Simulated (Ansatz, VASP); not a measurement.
## One calculation of Ga4As3P, two programs

```xyz
8
Lattice="5.6759 0.0000 0.0000 0.0000 5.6759 0.0000 0.0000 0.0000 5.6759" Properties=species:S:1:pos:R:3 pbc="T T T"
Ga    4.2312    4.2312    4.2312
Ga    4.2312    1.4447    1.4447
Ga    1.4447    4.2312    1.4447
Ga    1.4447    1.4447    4.2312
P     2.8379    2.8379    2.8379
As    0.0000    0.0000    2.8379
As    0.0000    2.8379    0.0000
As    2.8379    0.0000    0.0000
```

Alike in both runs: functional PBE; k mesh 4 × 4 × 4; occupations gaussian, width 0.1 eV; no spin polarisation.

Ansatz relaxed the structure, and its values are those at the end. VASP's run is a single point on that final structure, the one shown.

```csv
,VASP,Ansatz
version,VASP 6.6.1,Ansatz 0.2.0
potentials or method,"VASP PAW PBE potentials, release 64 (Ga_d, P, As), cutoff 520 eV","scalar-relativistic, plane waves, PAW"
valence electrons in the cell,72,102
```

```csv
,VASP,Ansatz,Ansatz less VASP
gap on the k mesh at the Fermi level (eV),0.52,0.52,-0.001
least direct gap on the mesh (eV),0.52,0.52,-0.001
pressure (GPa),0.4,0.2,-0.14
rms of the force components (eV/Å),0.010,0.005,-0.0045
```

With one functional, cell and mesh, what is left measures potentials, basis and numerics. VASP's potentials hold 72 valence electrons a cell and Ansatz's 102, so a difference there can come from the potentials and not from the codes.
